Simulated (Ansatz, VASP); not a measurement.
# Two plane-wave programs on TiAl3

```
Ti Al
1.0
     3.84475    3.84475    0.00000
    -3.84475    3.84475    0.00000
     0.00000    0.00000    8.62372
Ti Al
4 12
Direct
  0.00000 0.00000 0.00000
  0.00000 0.50000 0.50000
  0.50000 0.00000 0.50000
  0.50000 0.50000 0.00000
  0.00000 0.00000 0.50000
  0.00000 0.50000 0.00000
  0.50000 0.00000 0.00000
  0.50000 0.50000 0.50000
  0.25000 0.25000 0.25000
  0.25000 0.75000 0.75000
  0.75000 0.25000 0.75000
  0.75000 0.75000 0.25000
  0.25000 0.25000 0.75000
  0.25000 0.75000 0.25000
  0.75000 0.25000 0.25000
  0.75000 0.75000 0.75000
```

Alike in both runs: task single point; functional PBE; k mesh 6 × 6 × 4; occupations methfessel-paxton of order 1, width 0.1 eV; no spin polarisation.

```csv
,VASP,Ansatz
version,VASP 6.6.1,Ansatz 0.2.0
potentials or method,"VASP PAW PBE potentials, release 64 (Ti_sv, Al), cutoff 520 eV",plane-wave PAW DFT
valence electrons in the cell,84,84
```

|  | VASP | Ansatz | Ansatz less VASP |
| --- | --- | --- | --- |
| pressure (GPa) | 0.1 | 0.0 | -0.14 |
| traceless stress, the component that is largest in VASP (GPa) | 0.10 | 0.09 | -0.015 |

The functional is the same, so the differences come from potentials, cutoffs and numerics.
